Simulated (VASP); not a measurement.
# BaBiH3 (C2/m) in VASP: notebook

Runs on BaBiH3. Level: PBE. Tasks: single point.

Everything below comes from runs of VASP 6.6.1. Logs are shortened: lines on timing, memory, paths and dates and some standing lists are left out, and cuts for length are marked.

### 1 The cell of the first run

The structure is monoclinic, space group C2/m (No. 12). Conventional cell: a = 10.497 Å, b = 6.063 Å, c = 6.113 Å, α = 90.00°, β = 125.32°, γ = 90.00°. Ba (site symmetry m) has 12 H at 2.68 to 3.43 Å within 3.5 Å. H (site symmetry m) has 2 Bi at 2.10 to 2.27 Å and 1 Ba at 2.68 Å within 2.8 Å. Within 2.8 Å of H (site symmetry 1) lie 2 Bi at 2.11 to 2.24 Å and 1 Ba at 2.78 Å. Bi (site symmetry 2/m) has 6 H at 2.24 to 2.27 Å within 3.0 Å. Bi (site symmetry 2/m) has 6 H at 2.10 to 2.11 Å within 2.8 Å.

### 2 Single point, PBE

Contents of INCAR:

```
PREC     = Accurate       # precision mode
ENCUT    = 520            # plane-wave cutoff, eV
EDIFF    = 1E-6           # SCF threshold, eV
ISMEAR   = 0              # smearing method
SIGMA    = 0.0339         # smearing width, eV
LREAL    = F              # projectors in reciprocal space
LASPH    = T              # aspherical terms in the spheres
NELM     = 80             # most SCF steps
ALGO     = Normal         # electronic algorithm
ISIF     = 2              # what is computed and relaxed
LWAVE    = F              # write WAVECAR
LCHARG   = T              # write CHGCAR
GGA      = PE             # functional
LELF     = T              # ELF
LVHAR    = T            
NBANDS   = 39             # bands
```

Contents of KPOINTS:

```
Automatic mesh
0
Gamma
  4 4 4
```

Contents of POSCAR:

```
BaBiH3
1.0
    3.0346000000      3.0315700000      4.2825150000
    3.0346000000     -3.0315700000      4.2825150000
    3.0779470000      3.0315700000     -4.2825150000
Ba H Bi
2 6 2
Direct
    0.2506000000      0.5085000000      0.2579000000
    0.7494000000      0.4915000000      0.7421000000
    0.2602000000      0.0698000000      0.8096000000
    0.7398000000      0.9302000000      0.1904000000
    0.2165000000      0.0063000000      0.2980000000
    0.2917000000      0.4855000000      0.7020000000
    0.7835000000      0.9937000000      0.7020000000
    0.7083000000      0.5145000000      0.2980000000
    0.0000000000      0.0000000000      0.0000000000
    0.5000000000      0.0000000000      0.5000000000
```

Potentials or basis: VASP PAW PBE potentials, release 64 (Ba_sv, H, Bi_d).

Started as:

```bash
$ cat potpaw_PBE.64/Ba_sv/POTCAR potpaw_PBE.64/H/POTCAR potpaw_PBE.64/Bi_d/POTCAR > POTCAR
$ mpirun -np 1 vasp_std > vasp.out
```

OUTCAR:

```text
PREC = Accurate
   ENCUT = 520
   EDIFF = 1E-6
   ISMEAR = 0
   LREAL = F
   LASPH = T
   NELM = 80
   ISIF = 2
   GGA = PE

 ion  position               nearest neighbor table
   1  0.251  0.508  0.258-   3 2.68   6 2.78   7 2.78   8 2.80   5 2.80  10 3.68   9 3.70   9 3.71
                             9 3.71  10 3.71  10 3.71   9 3.77  10 3.78   2 4.23   2 4.23   2 4.27
   2  0.749  0.492  0.742-   4 2.68   8 2.78   5 2.78   6 2.80   7 2.80  10 3.68   9 3.70   9 3.71
                             9 3.71  10 3.71  10 3.71   9 3.77  10 3.78   1 4.23   1 4.23   1 4.27
   3  0.260  0.070  0.810-  10 2.10   9 2.27   1 2.68
   4  0.740  0.930  0.190-  10 2.10   9 2.27   2 2.68
   5  0.217  0.006  0.298-  10 2.11   9 2.24   2 2.78   1 2.80
   6  0.292  0.486  0.702-  10 2.11   9 2.24   1 2.78   2 2.80
   7  0.783  0.994  0.702-  10 2.11   9 2.24   1 2.78   2 2.80
   8  0.708  0.514  0.298-  10 2.11   9 2.24   2 2.78   1 2.80
   9  0.000  0.000  0.000-   8 2.24   6 2.24   7 2.24   5 2.24   4 2.27   3 2.27   1 3.70   2 3.70
                             2 3.71   1 3.71   2 3.71   1 3.71   1 3.77   2 3.77
  10  0.500  0.000  0.500-   3 2.10   4 2.10   5 2.11   7 2.11   6 2.11   8 2.11   1 3.68   2 3.68
                             1 3.71   2 3.71   1 3.71   2 3.71   2 3.78   1 3.78

  LATTYP: Found a base centered monoclinic cell.
 ALAT       =    10.4973771744
 B/A-ratio  =     0.5775861817
 C/A-ratio  =     0.5822927859
 COS(beta)  =    -0.5781634688

  Lattice vectors:

 A1 = (  -3.0346000000,  -3.0315700000,  -4.2825150000)
 A2 = (  -3.0346000000,   3.0315700000,  -4.2825150000)
 A3 = (   6.1125470000,   0.0000000000,   0.0000000000)

Analysis of symmetry for initial positions (statically):
=====================================================================
 Subroutine PRICEL returns:
 Original cell was already a primitive cell.

 Routine SETGRP: Setting up the symmetry group for a
 base centered monoclinic supercell.

 Subroutine GETGRP returns: Found  4 space group operations
 (whereof  4 operations were pure point group operations)
 out of a pool of  4 trial point group operations.

The static configuration has the point symmetry C_2h.

Analysis of symmetry for dynamics (positions and initial velocities):
=====================================================================
 Subroutine PRICEL returns:
 Original cell was already a primitive cell.

 Routine SETGRP: Setting up the symmetry group for a
 base centered monoclinic supercell.

 Subroutine GETGRP returns: Found  4 space group operations
 (whereof  4 operations were pure point group operations)
 out of a pool of  4 trial point group operations.

The dynamic configuration has the point symmetry C_2h.

 Subroutine INISYM returns: Found  4 space group operations
 (whereof  4 operations are pure point group operations),
 and found     1 'primitive' translations

----------------------------------------------------------------------------------------

                                     Primitive cell

  volume of cell :     158.7153

  direct lattice vectors                    reciprocal lattice vectors
     3.034600000  3.031570000  4.282515000     0.000000000  0.164931042  0.116753823
     3.034600000 -3.031570000  4.282515000     0.163597924 -0.164931042  0.000827957
     3.077947000  3.031570000 -4.282515000     0.163597924  0.000000000 -0.115925866

  length of vectors
     6.061282748  6.061282748  6.083100289     0.202073511  0.232308448  0.200507075

  position of ions in fractional coordinates (direct lattice)
     0.250600000  0.508500000  0.257900000
     0.749400000  0.491500000  0.742100000
     0.260200000  0.069800000  0.809600000
     0.739800000  0.930200000  0.190400000
     0.216500000  0.006300000  0.298000000
     0.291700000  0.485500000  0.702000000
     0.783500000  0.993700000  0.702000000
     0.708300000  0.514500000  0.298000000
     0.000000000  0.000000000  0.000000000
     0.500000000  0.000000000  0.500000000

  ion indices of the primitive-cell ions
   primitive index   ion index
                 1           1
                 2           2
                 3           3
                 4           4
                 5           5
                 6           6
                 7           7
                 8           8
                 9           9
                10          10

----------------------------------------------------------------------------------------

 KPOINTS: Automatic mesh

Automatic generation of k-mesh.
 Grid dimensions read from file:
 generate k-points for:    4    4    4

 Generating k-lattice:

  Cartesian coordinates                     Fractional coordinates (reciprocal lattice)
     0.000000000  0.041232761  0.029188456     0.250000000  0.000000000 -0.000000000
     0.040899481 -0.041232761  0.000206989     0.000000000  0.250000000  0.000000000
     0.040899481  0.000000000 -0.028981467     0.000000000  0.000000000  0.250000000

  Length of vectors
     0.050518378  0.058077112  0.050126769

  Shift w.r.t. Gamma in fractional coordinates (k-lattice)
     0.000000000  0.000000000  0.000000000

 Subroutine IBZKPT returns following result:
 ===========================================

 Found     24 irreducible k-points:

 Following reciprocal coordinates:
            Coordinates               Weight
  0.000000  0.000000  0.000000      1.000000
  0.250000 -0.000000  0.000000      4.000000
  0.500000 -0.000000  0.000000      2.000000
  0.000000  0.250000  0.000000      4.000000
  0.250000  0.250000  0.000000      2.000000
  0.500000  0.250000  0.000000      4.000000
[... 16 lines left out ...]
  0.250000  0.250000  0.500000      2.000000
  0.500000  0.500000  0.500000      1.000000
   k-points           NKPTS =     24   k-points in BZ     NKDIM =     24   number of bands    NBANDS=     39
   number of dos      NEDOS =    301   number of ions     NIONS =     10
   total plane-waves  NPLWV = 110592
   dimension x,y,z NGX =    48 NGY =   48 NGZ =   48
   dimension x,y,z NGXF=    96 NGYF=   96 NGZF=   96
   ions per type =               2   6   2
   NGX,Y,Z   is equivalent  to a cutoff of  13.17, 13.17, 13.12 a.u.
   NGXF,Y,Z  is equivalent  to a cutoff of  26.33, 26.33, 26.24 a.u.
 SYSTEM =  unknown system
   PREC   = accura    normal or accurate (medium, high low for compatibility)
   ISTART =      0    job   : 0-new  1-cont  2-samecut
   ICHARG =      2    charge: 1-file 2-atom 10-const
   ISPIN  =      1    spin polarized calculation?
   LNONCOLLINEAR =      F non collinear calculations
   LSORBIT =      F    spin-orbit coupling
   LASPH  =      T    aspherical Exc in radial PAW
   ENCUT  =  520.0 eV  38.22 Ry    6.18 a.u.  11.27 11.27 11.31*2*pi/ulx,y,z
   NELM   =     80;   NELMIN=  2; NELMDL= -5     # of ELM steps
   EDIFF  = 0.1E-05   stopping-criterion for ELM
   LREAL  =      F    real-space projection
   EDIFFG = 0.1E-04   stopping-criterion for IOM
   NSW    =      0    number of steps for IOM
   IBRION =     -1    ionic relax: 0-MD 1-quasi-New 2-CG
   NFREE  =      0    steps in history (QN), initial steepest desc. (CG)
   ISIF   =      2    stress and relaxation
   ISYM   =      2    0-nonsym 1-usesym 2-fastsym
   POTIM  = 0.5000    time-step for ionic-motion
   TEBEG  =    0.0;   TEEND  =   0.0 temperature during run
   PSTRESS=    0.0 pullay stress
   NELECT =      56.0000    total number of electrons
   NUPDOWN=      -1.0000    fix difference up-down
   EMIN   =  10.00;   EMAX   =-10.00  energy-range for DOS
   EFERMI =   0.00;   METHOD = LEGACY
   ISMEAR =     0;   SIGMA  =   0.03  broadening in eV -4-tet -1-fermi 0-gaus
   EFERMI_NEDOS =   21; number of points for ismear=-14 and -15
   IALGO  =     38    algorithm
   IMIX   =      4    mixing-type and parameters
     AMIX     =   0.40;   BMIX     =  1.00
     AMIX_MAG =   1.60;   BMIX_MAG =  1.00
  volume/ion in A,a.u.               =      15.87       107.11
  Fermi-wavevector in a.u.,A,eV,Ry     =   1.156817  2.186067 18.207660  1.338225
  Thomas-Fermi vector in A             =   2.293434
   LORBIT       =      0    0 simple, 1 ext, 2 COOP (PROOUT), +10 PAW based schemes
   GGA     = PE    functional components
   LHFCALC =     F    Hartree Fock is set to
   AEXX    =    0.0000 exact exchange contribution
   IVDW    =     0    specifies the selected vdW correction
   LEPSILON=     F    determine dielectric tensor
   LRPA    =     F    only Hartree local field effects (RPA)
 non-spin polarized calculation
 Gauss-broadening in eV      SIGMA  =   0.03
  energy-cutoff  :      520.00
  volume of cell :      158.72
 maximum number of plane-waves:      4290
 NGX is ok and might be reduce to    48
   NGX = 23   NGY = 23   NGZ = 23

 number of electron      56.0000006 magnetization

 Free energy of the ion-electron system (eV)
  ---------------------------------------------------
  ext. energy  EPLUGINS =         0.00000000
  ---------------------------------------------------
  free energy    TOTEN  =       -30.13404817 eV

  energy without entropy =      -30.13012440  energy(sigma->0) =      -30.13208629

 E-fermi :   5.8162     XC(G=0):  -9.6344

 val. band max:        5.7980337253   @ k =   0.2500   0.5000   0.2500
 cond. band min:       5.8256330661   @ k =   0.5000  -0.2500   0.2500
 fundamental gap:      0.0275993408
 Fermi energy:         5.8162170911

 k-point     1 :       0.0000    0.0000    0.0000
  band No.  band energies     occupation
      1     -23.0906      2.00000
      2     -23.0120      2.00000
      3     -17.5815      2.00000
      4     -17.5760      2.00000
      5     -17.5535      2.00000
      6     -17.5522      2.00000
[... 31 lines left out ...]
     38      10.0659      0.00000
     39      10.0996      0.00000

 k-point     2 :       0.2500   -0.0000    0.0000
  band No.  band energies     occupation
      1     -23.0783      2.00000
      2     -23.0232      2.00000
      3     -17.5801      2.00000
      4     -17.5745      2.00000
      5     -17.5533      2.00000
      6     -17.5516      2.00000
[... 31 lines left out ...]
     38      10.1437      0.00000
     39      10.3486      0.00000

 k-point     3 :       0.5000   -0.0000    0.0000
  band No.  band energies     occupation
      1     -23.0506      2.00000
      2     -23.0499      2.00000
      3     -17.5787      2.00000
      4     -17.5729      2.00000
      5     -17.5530      2.00000
      6     -17.5512      2.00000
[... 31 lines left out ...]
     38       9.6817      0.00000
     39       9.8510      0.00000

 k-point     4 :       0.0000    0.2500    0.0000
  band No.  band energies     occupation
      1     -23.0766      2.00000
      2     -23.0246      2.00000
      3     -17.5807      2.00000
      4     -17.5739      2.00000
      5     -17.5528      2.00000
      6     -17.5516      2.00000
[... 31 lines left out ...]
     38       9.6366      0.00000
     39      10.4307      0.00000
[... 754 lines left out ...]
     38       9.7100      0.00000
     39       9.7337      0.00000

 k-point    23 :       0.2500    0.2500    0.5000
  band No.  band energies     occupation
      1     -23.0593      2.00000
      2     -23.0406      2.00000
      3     -17.5788      2.00000
      4     -17.5743      2.00000
      5     -17.5519      2.00000
      6     -17.5506      2.00000
[... 31 lines left out ...]
     38       9.6950      0.00000
     39      10.0745      0.00000

 k-point    24 :       0.5000    0.5000    0.5000
  band No.  band energies     occupation
      1     -23.0617      2.00000
      2     -23.0377      2.00000
      3     -17.5793      2.00000
      4     -17.5754      2.00000
      5     -17.5525      2.00000
      6     -17.5504      2.00000
[... 31 lines left out ...]
     38      10.1306      0.00000
     39      10.3626      0.00000

------------------------ aborting loop because EDIFF is reached ----------------------------------------

  FORCE on cell =-STRESS in cart. coord.  units (eV):
  Direction    XX          YY          ZZ          XY          YZ          ZX
  --------------------------------------------------------------------------------------
  -------------------------------------------------------------------------------------
  Total        8.9259994      6.9848352      8.0315147      0.0000000      0.0000000     -0.2174474
  in kB       90.1049672     70.5095662     81.0754453      0.0000000      0.0000000     -2.1950590
  external PRESSURE =      80.5633262 kB  Pullay stress =       0.0000000 kB

 VOLUME and BASIS-vectors are now :
 -----------------------------------------------------------------------------
  energy-cutoff  :      520.00
  volume of cell :      158.72
      direct lattice vectors                 reciprocal lattice vectors
     3.034600000  3.031570000  4.282515000     0.000000000  0.164931042  0.116753823
     3.034600000 -3.031570000  4.282515000     0.163597924 -0.164931042  0.000827957
     3.077947000  3.031570000 -4.282515000     0.163597924  0.000000000 -0.115925866

 POSITION                                       TOTAL-FORCE (eV/Angst)
 -----------------------------------------------------------------------------------
      3.09737      0.00000      2.14640        -0.081009     -0.000000      0.014340
      6.04978      3.03157      2.13612         0.081009     -0.000000     -0.014340
      3.49332      3.03157     -2.05389         0.247079      0.000000     -0.289752
      5.65382     -0.00000      6.33641        -0.247079      0.000000      0.289752
      1.59334      1.54064     -0.32205        -0.125278     -0.195272     -0.298686
      4.51921      1.54064      0.32205         0.125278     -0.195272      0.298686
      7.55381      1.49093      4.60456         0.125278      0.195272      0.298686
      4.62794      1.49093      3.96047        -0.125278      0.195272     -0.298686
      0.00000      0.00000      0.00000         0.000000     -0.000000     -0.000000
      3.05627      3.03157      0.00000        -0.000000     -0.000000      0.000000
 -----------------------------------------------------------------------------------
    total drift:                               -0.000000     -0.000000      0.000000

  FREE ENERGIE OF THE ION-ELECTRON SYSTEM (eV)
  ---------------------------------------------------
  free  energy   TOTEN  =       -30.1340481703 eV

  energy  without entropy=      -30.1301244017  energy(sigma->0) =      -30.13208629
```

It took 2.5 min on 1 thread of Intel Xeon Platinum 8259CL at 2.50GHz (Skylake/Cascade Lake), shared host; peak memory 0.39 GiB.

Results:

```yaml
Free_energy: -30.1340 eV
Pressure: 8.1 GPa
Largest_force: 0.381 eV/Å
Band_gap_on_the_k_mesh: zero (band 28 reaches 6.51 eV, above the bottom of band 29 at 4.78 eV)
```

Forces in eV/Å, atoms in the order of the input:
```
Ba  -0.081  0.000  0.014
Ba   0.081  0.000 -0.014
H    0.247  0.000 -0.290
H   -0.247  0.000  0.290
H   -0.125 -0.195 -0.299
H    0.125 -0.195  0.299
H    0.125  0.195  0.299
H   -0.125  0.195 -0.299
Bi   0.000  0.000  0.000
Bi   0.000  0.000  0.000
```

Stress tensor (GPa, compression positive):
```
 9.01  0.00 -0.22
 0.00  7.05  0.00
-0.22  0.00  8.11
```

Levels at points of the mesh, in eV from the Fermi level:
| k point | band 25 | band 26 | band 27 | band 28 | band 29 | band 30 | band 31 | band 32 |
| --- | --- | --- | --- | --- | --- | --- | --- | --- |
| (0.00, 0.00, 0.00) | -4.02 | -1.42 | -1.33 | -1.27 | -1.04 | 1.42 | 2.02 | 2.92 |
| (0.50, 0.00, 0.00) | -5.03 | -4.31 | 0.52 | 0.70 | 0.89 | 1.05 | 1.09 | 1.13 |
| (0.00, 0.50, 0.00) | -2.65 | -1.94 | -1.88 | -1.14 | -0.68 | -0.24 | -0.07 | 1.46 |
| (0.50, 0.50, 0.00) | -5.02 | -4.39 | 0.37 | 0.54 | 0.78 | 0.83 | 1.02 | 1.40 |
| (0.00, 0.00, 0.50) | -5.01 | -4.40 | 0.28 | 0.58 | 0.60 | 0.75 | 1.09 | 1.38 |
| (0.50, 0.50, 0.50) | -2.58 | -1.89 | -1.87 | -1.17 | -0.64 | -0.62 | -0.20 | 1.73 |

Caveat: the k points lie up to 0.36 Å⁻¹ apart; spin-orbit coupling is left out, which moves the levels of the heavy elements.

[end of part 1 of 2]
